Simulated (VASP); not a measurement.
Set up this calculation in VASP 6.6.1, as the native input.

```
Task                   : single point
Functional             : PBEsol
Potentials or basis    : VASP PAW PBE potentials, release 64 (Ta_pv)
Cutoff                 : 520 eV
k mesh                 : 17 × 17 × 17
Occupations            : fermi-dirac, width 0.08 eV
Spin                   : no spin polarisation
Dipole correction      : no
Further INCAR settings : ALGO = Normal; EDIFF = 1e-07; NBANDS = 12
```

The structure of Ta lies in POSCAR:

```
Ta
1.0
   -1.6182544000      1.6512800000      1.6512800000
    1.6512800000     -1.6182544000      1.6512800000
    1.6512800000      1.6512800000     -1.6182544000
Ta
1
Direct
    0.0000000000      0.0000000000      0.0000000000
```

This cell differs from its parent crystal: equal xy, yz and zx shear strains of +2 %.

The input as run:

INCAR

```
SYSTEM = Ta
ALGO = Normal
EDIFF = 1E-7
ENCUT = 520
GGA = PS
ISIF = 2
ISMEAR = -1
LASPH = .TRUE.
LCHARG = .FALSE.
LREAL = .FALSE.
LWAVE = .FALSE.
NBANDS = 12
NELM = 80
PREC = Accurate
SIGMA = 0.08
```

KPOINTS

```
k-points
0
G
  17 17 17
  0 0 0
```

Potentials or basis: VASP PAW PBE potentials, release 64 (Ta_pv).

Launch:

```console
$ cat potpaw_PBE.64/Ta_pv/POTCAR > POTCAR
$ mpirun -np 1 vasp_std > vasp.out
```

Results of the run:

```json
{"Pressure": "-3.5 GPa", "Band gap on the k mesh": "zero (an odd number of electrons rules out a gap without spin polarisation)"}
```

Caveat: the cell differs from its parent crystal (equal xy, yz and zx shear strains of +2 %); the cell stands under tension; the PAW data sets were made with another functional, which shifts forces and pressure a little; spin-orbit coupling is left out, which moves the levels of the heavy elements.

Run time: 50 s on 1 thread of AMD EPYC 9R45 96-Core Processor (Zen 5), on a shared host, peak memory 0.19 GiB.
